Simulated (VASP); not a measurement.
Wanted: the native input for a VASP 6.6.1 run.

| Quantity | Value |
| --- | --- |
| Task | single point |
| Functional | LDA |
| Potentials or basis | VASP PAW LDA potentials, release 64 (Hg) |
| Cutoff | 520 eV |
| k mesh | 7 × 7 × 4 |
| Occupations | fermi-dirac, width 0.1 eV |
| Spin | no spin polarisation |
| Dipole correction | no |
| Further INCAR settings | ALGO = Normal; EDIFF = 1e-06; NBANDS = 19 |

The structure of Hg lies in POSCAR:

```
Hg
1.0
    3.0436498126      0.0000000000      0.0000000000
   -1.5218249063      2.6358780579      0.0000000000
    0.0000000000      0.0000000000      5.4754347643
Hg
2
Direct
    0.3333333333      0.6666666667      0.2500000000
    0.6666666667      0.3333333333      0.7500000000
```

These files were run (other wordings do the same):

INCAR

```
  PREC = Accurate
  ENCUT = 520
  EDIFF = 1E-6
  ISMEAR = -1
  SIGMA = 0.1
  LREAL = False
  LASPH = True
  NELM = 60
  ALGO = Normal
  ISIF = 2
  LWAVE = False
  LCHARG = False
  NBANDS = 19
```

KPOINTS

```
Automatic mesh
0
Gamma
  7 7 4
```

Potentials or basis: VASP PAW LDA potentials, release 64 (Hg).

Launch:

```bash
$ cat potpaw_LDA.64/Hg/POTCAR > POTCAR
$ mpirun -np 1 vasp_std > vasp.out
```

Results of the run:

```json
{
 "Pressure": "0.5 GPa",
 "Band gap on the k mesh": "zero (band 12 reaches 3.38 eV, above the bottom of band 13 at 0.71 eV)"
}
```

Caveat: spin-orbit coupling is left out, which moves the levels of the heavy elements.

It took 7 s on 1 thread of Intel(R) Xeon(R) 6975P-C (Granite Rapids), on a shared host, peak memory 0.15 GiB.
